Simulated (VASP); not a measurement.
# Ag in VASP: further runs

Runs on Ag. Level: PBE. Tasks: relaxation of cell and atoms, single point.

Everything below comes from runs of VASP 6.6.1. Logs are shortened: lines on timing, memory, paths and dates and some standing lists are left out, and cuts for length are marked.

### Step 1. The cell of the first run

Symmetry: I4/mmm, No. 139, tetragonal system. Conventional cell: a = 2.993 Å, b = 2.993 Å, c = 3.989 Å, α = 90.00°, β = 90.00°, γ = 90.00°. Ag (site symmetry 4/mmm) has 12 Ag at 2.91 to 2.99 Å within 3.8 Å.

### Step 2. Relaxation of cell and atoms, PBE

Contents of INCAR:

```
SYSTEM = Ag
  PREC = Accurate
  ENCUT = 600
  EDIFF = 1E-6
  ISMEAR = 0
  SIGMA = 0.1
  LREAL = .FALSE.
  LASPH = .TRUE.
  NELM = 100
  ALGO = Normal
  ISIF = 3
  LWAVE = .FALSE.
  LCHARG = .FALSE.
  GGA = PE
  IBRION = 2
  NSW = 100
  EDIFFG = -0.01
```

Contents of KPOINTS:

```
Automatic mesh
0
G
  26 26 26
  0 0 0
```

Contents of POSCAR:

```
Ag
1.0
   -1.4967208307      1.4967208307      1.9942754363
    1.4967208307     -1.4967208307      1.9942754363
    1.4967208307      1.4967208307     -1.9942754363
Ag
1
Direct
    0.0000000000      0.0000000000      0.0000000000
```

Potentials or basis: VASP PAW PBE potentials, release 64 (Ag).

Run with:

```console
$ cat potpaw_PBE.64/Ag/POTCAR > POTCAR
$ mpirun -np 1 vasp_std > vasp.out
```

OUTCAR:

```text
SYSTEM = Ag
   PREC = Accurate
   ENCUT = 600
   EDIFF = 1E-6
   ISMEAR = 0
   LREAL = .FALSE.
   LASPH = .TRUE.
   NELM = 100
   ISIF = 3
   GGA = PE
   IBRION = 2
   NSW = 100
   EDIFFG = -0.01

 ion  position               nearest neighbor table
   1  0.000  0.000  0.000-

  LATTYP: Found a body centered tetragonal cell.
 ALAT       =     2.9934416614
 C/A-ratio  =     1.3324297995

  Lattice vectors:

 A1 = (  -1.4967208307,   1.4967208307,   1.9942754363)
 A2 = (   1.4967208307,  -1.4967208307,   1.9942754363)
 A3 = (   1.4967208307,   1.4967208307,  -1.9942754363)

Analysis of symmetry for initial positions (statically):
=====================================================================
 Subroutine PRICEL returns:
 Original cell was already a primitive cell.

 Routine SETGRP: Setting up the symmetry group for a
 body centered tetragonal supercell.

 Subroutine GETGRP returns: Found 16 space group operations
 (whereof 16 operations were pure point group operations)
 out of a pool of 16 trial point group operations.

The static configuration has the point symmetry D_4h.

Analysis of symmetry for dynamics (positions and initial velocities):
=====================================================================
 Subroutine PRICEL returns:
 Original cell was already a primitive cell.

 Routine SETGRP: Setting up the symmetry group for a
 body centered tetragonal supercell.

 Subroutine GETGRP returns: Found 16 space group operations
 (whereof 16 operations were pure point group operations)
 out of a pool of 16 trial point group operations.

The dynamic configuration has the point symmetry D_4h.

 Subroutine INISYM returns: Found 16 space group operations
 (whereof 16 operations are pure point group operations),
 and found     1 'primitive' translations

----------------------------------------------------------------------------------------

                                     Primitive cell

  volume of cell :      17.8701

  direct lattice vectors                    reciprocal lattice vectors
    -1.496720831  1.496720831  1.994275436     0.000000000  0.334063634  0.250717625
     1.496720831 -1.496720831  1.994275436     0.334063634  0.000000000  0.250717625
     1.496720831  1.496720831 -1.994275436     0.334063634  0.334063634  0.000000000

  length of vectors
     2.908174858  2.908174858  2.908174858     0.417681504  0.417681504  0.472437322

  position of ions in fractional coordinates (direct lattice)
     0.000000000  0.000000000  0.000000000

  ion indices of the primitive-cell ions
   primitive index   ion index
                 1           1

----------------------------------------------------------------------------------------

 KPOINTS: Automatic mesh

Automatic generation of k-mesh.
 Grid dimensions read from file:
 generate k-points for:   26   26   26

 Generating k-lattice:

  Cartesian coordinates                     Fractional coordinates (reciprocal lattice)
     0.000000000  0.012848601  0.009642986     0.038461538 -0.000000000  0.000000000
     0.012848601  0.000000000  0.009642986    -0.000000000  0.038461538  0.000000000
     0.012848601  0.012848601  0.000000000     0.000000000  0.000000000  0.038461538

  Length of vectors
     0.016064673  0.016064673  0.018170666

  Shift w.r.t. Gamma in fractional coordinates (k-lattice)
     0.000000000  0.000000000  0.000000000

 Subroutine IBZKPT returns following result:
 ===========================================

 Found   1330 irreducible k-points:

 Following reciprocal coordinates:
            Coordinates               Weight
  0.000000  0.000000  0.000000      1.000000
  0.038462  0.000000 -0.000000      8.000000
  0.076923  0.000000 -0.000000      8.000000
  0.115385  0.000000 -0.000000      8.000000
  0.153846  0.000000  0.000000      8.000000
  0.192308  0.000000 -0.000000      8.000000
[... 16 lines left out ...]
  0.346154  0.038462 -0.000000     16.000000
  0.384615  0.038462 -0.000000     16.000000
 [... further k-points ...]
   k-points           NKPTS =   1330   k-points in BZ     NKDIM =   1330   number of bands    NBANDS=      9
   number of dos      NEDOS =    301   number of ions     NIONS =      1
   total plane-waves  NPLWV =  13824
   dimension x,y,z NGX =    24 NGY =   24 NGZ =   24
   dimension x,y,z NGXF=    48 NGYF=   48 NGZF=   48
   ions per type =               1
   NGX,Y,Z   is equivalent  to a cutoff of  13.72, 13.72, 13.72 a.u.
   NGXF,Y,Z  is equivalent  to a cutoff of  27.44, 27.44, 27.44 a.u.
 SYSTEM =  Ag
   PREC   = accura    normal or accurate (medium, high low for compatibility)
   ISTART =      0    job   : 0-new  1-cont  2-samecut
   ICHARG =      2    charge: 1-file 2-atom 10-const
   ISPIN  =      1    spin polarized calculation?
   LNONCOLLINEAR =      F non collinear calculations
   LSORBIT =      F    spin-orbit coupling
   LASPH  =      T    aspherical Exc in radial PAW
   ENCUT  =  600.0 eV  44.10 Ry    6.64 a.u.   5.81  5.81  5.81*2*pi/ulx,y,z
   NELM   =    100;   NELMIN=  2; NELMDL= -5     # of ELM steps
   EDIFF  = 0.1E-05   stopping-criterion for ELM
   LREAL  =      F    real-space projection
   EDIFFG = -.1E-01   stopping-criterion for IOM
   NSW    =    100    number of steps for IOM
   IBRION =      2    ionic relax: 0-MD 1-quasi-New 2-CG
   NFREE  =      1    steps in history (QN), initial steepest desc. (CG)
   ISIF   =      3    stress and relaxation
   ISYM   =      2    0-nonsym 1-usesym 2-fastsym
   POTIM  = 0.5000    time-step for ionic-motion
   TEBEG  =    0.0;   TEEND  =   0.0 temperature during run
   PSTRESS=    0.0 pullay stress
   NELECT =      11.0000    total number of electrons
   NUPDOWN=      -1.0000    fix difference up-down
   EMIN   =  10.00;   EMAX   =-10.00  energy-range for DOS
   EFERMI =   0.00;   METHOD = LEGACY
   ISMEAR =     0;   SIGMA  =   0.10  broadening in eV -4-tet -1-fermi 0-gaus
   EFERMI_NEDOS =   21; number of points for ismear=-14 and -15
   IALGO  =     38    algorithm
   IMIX   =      4    mixing-type and parameters
     AMIX     =   0.40;   BMIX     =  1.00
     AMIX_MAG =   1.60;   BMIX_MAG =  1.00
  volume/ion in A,a.u.               =      17.87       120.59
  Fermi-wavevector in a.u.,A,eV,Ry     =   1.392612  2.631655 26.386708  1.939368
  Thomas-Fermi vector in A             =   2.516338
   LORBIT       =      0    0 simple, 1 ext, 2 COOP (PROOUT), +10 PAW based schemes
   GGA     = PE    functional components
   LHFCALC =     F    Hartree Fock is set to
   AEXX    =    0.0000 exact exchange contribution
   IVDW    =     0    specifies the selected vdW correction
   LEPSILON=     F    determine dielectric tensor
   LRPA    =     F    only Hartree local field effects (RPA)
 conjugate gradient relaxation of ions
 non-spin polarized calculation
 Gauss-broadening in eV      SIGMA  =   0.10
  energy-cutoff  :      600.00
  volume of cell :       17.87
 maximum number of plane-waves:       608
   NGX = 11   NGY = 11   NGZ = 11

--------------------------------------- Ionic step        1  -------------------------------------------

 number of electron      11.0000000 magnetization

 Free energy of the ion-electron system (eV)
  ---------------------------------------------------
  ext. energy  EPLUGINS =         0.00000000
  ---------------------------------------------------
  free energy    TOTEN  =        -2.71549973 eV

  energy without entropy =       -2.71424510  energy(sigma->0) =       -2.71487242

------------------------ aborting loop because EDIFF is reached ----------------------------------------

  FORCE on cell =-STRESS in cart. coord.  units (eV):
  Direction    XX          YY          ZZ          XY          YZ          ZX
  --------------------------------------------------------------------------------------
  -------------------------------------------------------------------------------------
  Total       -0.0739537     -0.0739537      0.0821612      0.0000000      0.0000000      0.0000000
  in kB       -6.6304616     -6.6304616      7.3663178      0.0000000      0.0000000      0.0000000
  external PRESSURE =      -1.9648684 kB  Pullay stress =       0.0000000 kB
[... 265 lines left out ...]
  energy  without entropy=       -2.7179791798  energy(sigma->0) =       -2.71849461

--------------------------------------- Ionic step        9  -------------------------------------------

 number of electron      11.0000000 magnetization

 Free energy of the ion-electron system (eV)
  ---------------------------------------------------
  ext. energy  EPLUGINS =         0.00000000
  ---------------------------------------------------
  free energy    TOTEN  =        -2.71902066 eV

  energy without entropy =       -2.71799277  energy(sigma->0) =       -2.71850672

 E-fermi :   7.8986     XC(G=0): -11.9486

 val. band max:        7.8787255127   @ k =  -0.1538  -0.4615   0.1154
 cond. band min:       7.9005553979   @ k =   0.4615   0.0385   0.0385
 fundamental gap:      0.0218298852
 Fermi energy:         7.8986070816

 k-point     1 :       0.0000    0.0000    0.0000
  band No.  band energies     occupation
      1       0.3823      2.00000
      2       3.1782      2.00000
      3       3.1782      2.00000
      4       3.1794      2.00000
      5       4.1332      2.00000
      6       4.1349      2.00000
      7      23.7533      0.00000
      8      27.0698      0.00000
      9      27.0698      0.00000
[... 265 lines left out ...]
 k-point    24 :       0.3846    0.0385   -0.0000
  band No.  band energies     occupation
      1       1.7864      2.00000
      2       3.2034      2.00000
      3       3.2255      2.00000
      4       4.6552      2.00000
      5       4.6700      2.00000
      6       6.1043      2.00000
      7      13.3457      0.00000
      8      23.1827      0.00000
      9      24.9928      0.00000

 [... further k-points ...]
[... 5 lines left out ...]
  --------------------------------------------------------------------------------------
  -------------------------------------------------------------------------------------
  Total       -0.0057882     -0.0057882     -0.0087189      0.0000000      0.0000000     -0.0000000
  in kB       -0.5204237     -0.5204237     -0.7839238      0.0000000      0.0000000     -0.0000000
  external PRESSURE =      -0.6082571 kB  Pullay stress =       0.0000000 kB
[... 16 lines left out ...]
  FREE ENERGIE OF THE ION-ELECTRON SYSTEM (eV)
  ---------------------------------------------------
  free  energy   TOTEN  =        -2.7190206619 eV

  energy  without entropy=       -2.7179927732  energy(sigma->0) =       -2.71850672

 reached required accuracy - stopping structural energy minimisation
```

It took 8 min on 1 thread of Intel Xeon Platinum 8259CL at 2.50GHz (Skylake/Cascade Lake), shared host; peak memory 0.42 GiB.

Results:

```
Free energy                            : -2.7190 eV
Relaxed volume                         : 17.82 Å³/atom
Relaxed cell                           : a = 2.932 Å, b = 2.932 Å, c = 2.932 Å, α = 119.99°, β = 119.99°, γ = 90.01°
Space group after relaxing (to 0.05 Å) : Fm-3m (No. 225)
Energy gained by relaxing              : 3.5 meV/atom
Ionic steps                            : 9
Pressure after relaxing                : -0.1 GPa
```

Step by step:
| step | energy change (eV) | largest force (eV/Å) | pressure (GPa) | volume (Å³) |
| --- | --- | --- | --- | --- |
| 1 | 0.0000 | 0.0000 | -0.20 | 17.87 |
| 2 | -0.0008 | 0.0000 | 0.06 | 17.81 |
| 3 | -0.0021 | 0.0000 | 0.90 | 17.64 |
| 4 | -0.0025 | 0.0000 | 0.67 | 17.68 |
| 5 | -0.0034 | 0.0000 | 0.06 | 17.80 |
| 6 | -0.0035 | 0.0000 | -0.24 | 17.85 |
| 7 | -0.0035 | 0.0000 | -0.20 | 17.84 |
| 8 | -0.0035 | 0.0000 | -0.12 | 17.83 |
| 9 | -0.0035 | 0.0000 | -0.06 | 17.82 |

Final structure:
```
Ag
1.0
    -1.46603    1.46603    2.07278
     1.46603   -1.46603    2.07278
     1.46603    1.46603   -2.07278
Ag
1
Direct
  0.00000 0.00000 0.00000
```

### Step 3. Relaxation of cell and atoms, PBE

This run uses another cell than the first one, of 18.08 Å³/atom, 1.012 times its volume.

Contents of INCAR:

```
SYSTEM = Ag
ALGO = Normal ; EDIFF = 1E-7
EDIFFG = -0.01 ; ENCUT = 600
GGA = PE ; IBRION = 2
ISIF = 3 ; ISMEAR = 0
LASPH = .True. ; LCHARG = .False.
LREAL = .False. ; LWAVE = .False.
NELM = 100 ; NSW = 100
PREC = Accurate ; SIGMA = 0.1
```

Contents of KPOINTS:

```
k-points
0
Gamma
  24 24 24
  0 0 0
```

Contents of POSCAR:

```
Ag
1.0
   -1.7407256619      1.7407256619      1.4914647270
    1.7407256619     -1.7407256619      1.4914647270
    1.7407256619      1.7407256619     -1.4914647270
Ag
1
Direct
    0.0000000000      0.0000000000      0.0000000000
```

Potentials or basis: VASP PAW PBE potentials, release 64 (Ag).

Run with:

```console
$ cat potpaw_PBE.64/Ag/POTCAR > POTCAR
$ mpirun -np 1 vasp_std > vasp.out
```

Wall time 3.5 min (1 thread of Intel Xeon 6975P-C (Granite Rapids), shared host); peak memory 0.36 GiB.

The run converged. Its results:

| Item | Value |
| --- | --- |
| Free energy | -2.6881 eV |
| Relaxed volume | 17.98 Å³/atom |
| Relaxed cell | a = 2.866 Å, b = 2.866 Å, c = 2.866 Å, α = 106.66°, β = 106.66°, γ = 115.26° |
| Space group after relaxing (to 0.05 Å) | I4/mmm (No. 139) |
| Energy gained by relaxing | 1.2 meV/atom |
| Ionic steps | 8 |
| Pressure after relaxing | 0.0 GPa |

The path:
```tsv
step	energy change (eV)	largest force (eV/Å)	pressure (GPa)	volume (Å³)
1	0.0000	0.0000	-0.31	18.08
2	-0.0003	0.0000	0.11	17.99
3	-0.0003	0.0000	0.32	17.94
4	-0.0005	0.0000	0.22	17.96
5	-0.0009	0.0000	-0.10	18.01
6	-0.0009	0.0000	-0.64	18.11
7	-0.0010	0.0000	-0.32	18.05
8	-0.0012	0.0000	0.00	17.98
```

Final structure:
```
Ag
1.0
    -1.71147    1.71147    1.53439
     1.71147   -1.71147    1.53439
     1.71147    1.71147   -1.53439
Ag
1
Direct
  0.00000 0.00000 0.00000
```

Levels at points of the mesh, in eV from the Fermi level:
```
           k point  band 2  band 3  band 4  band 5  band 6  band 7  band 8  band 9
(0.00, 0.00, 0.00)   -5.05   -4.55   -4.55   -3.89   -3.33   17.00   17.00   19.20
(0.50, 0.00, 0.00)   -5.62   -3.63   -3.13   -2.63    0.28    4.26   12.61   13.26
(0.50, 0.50, 0.00)   -5.08   -3.99   -3.58   -2.69   -0.36    3.15   14.39   15.79
(0.50, 0.50, 0.50)   -6.07   -2.88   -2.88   -2.74    5.74    5.74    8.95   11.12
```

(Part 1 of 2 ends here.)
